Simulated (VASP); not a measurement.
# SiC (m.bgw): single point with PBE

The system is SiC (m.bgw).

```
CELL_PARAMETERS angstrom
0.00000 2.18987 2.18987
2.18987 0.00000 2.18987
2.18987 2.18987 0.00000
ATOMIC_POSITIONS crystal
Si 0.00000 0.00000 0.00000
C 0.25000 0.25000 0.25000
```

* Program: VASP 6.6.1
* Task: single point
* Functional: PBE
* Potentials or basis: VASP PAW PBE potentials, release 64 (Si, C)
* Cutoff: 600 eV
* k mesh: 6 × 6 × 6
* Occupations: gaussian, width 0.01 eV
* Spin: no spin polarisation
* Dipole correction: no
* Further INCAR settings: ALGO = Normal; EDIFF = 1e-06; NBANDS = 11

- Pressure: -0.1 GPa
- Band gap on the k mesh: 1.36 eV, indirect (least direct gap 4.52 eV)

Levels at points of the mesh, in eV from the valence-band top:
| k point | band 1 | band 2 | band 3 | band 4 | band 5 | band 6 | band 7 | band 8 |
| --- | --- | --- | --- | --- | --- | --- | --- | --- |
| (0.00, 0.00, 0.00) | -15.29 | 0.00 | 0.00 | 0.00 | 6.06 | 7.20 | 7.20 | 7.20 |
| (0.50, 0.00, 0.00) | -11.78 | -8.46 | -1.05 | -1.05 | 5.30 | 7.16 | 7.16 | 9.97 |
| (0.50, 0.50, 0.00) | -10.34 | -7.75 | -3.16 | -3.16 | 1.36 | 4.27 | 13.86 | 13.86 |

It took 4.1 s on 1 thread of Intel(R) Xeon(R) 6975P-C (Granite Rapids), on a shared host, peak memory 0.14 GiB.

A k mesh can miss the band edges. Expect the measured gap to be larger: semilocal functionals such as PBE lack the derivative discontinuity.
